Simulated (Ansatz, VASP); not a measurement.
BaTe: VASP beside Ansatz

```
CELL_PARAMETERS angstrom
5.97021 0.00000 0.00000
-2.98511 5.17035 0.00000
0.00000 0.00000 7.00243
ATOMIC_POSITIONS crystal
Ba 0.66667 0.33333 0.06259
Ba 0.33333 0.66667 0.56259
Te 0.66667 0.33333 0.56261
Te 0.33333 0.66667 0.06261
```

Alike in both runs: task single point; functional PBE; k mesh 8 × 8 × 4; occupations gaussian, width 0.05 eV; no spin polarisation.

|  | VASP | Ansatz |
| --- | --- | --- |
| version | VASP 6.6.1 | Ansatz 0.2.0 |
| potentials or method | VASP PAW PBE potentials, release 64 (Ba_sv, Te), cutoff 520 eV | scalar-relativistic, plane waves, PAW |
| valence electrons in the cell | 32 | 52 |

|  | VASP | Ansatz | Ansatz less VASP |
| --- | --- | --- | --- |
| pressure (GPa) | 0.3 | 0.0 | -0.24 |

VASP's potentials hold 32 valence electrons a cell and Ansatz's 52, so a difference there can come from the potentials and not from the codes.

Neither program's run includes spin-orbit coupling.
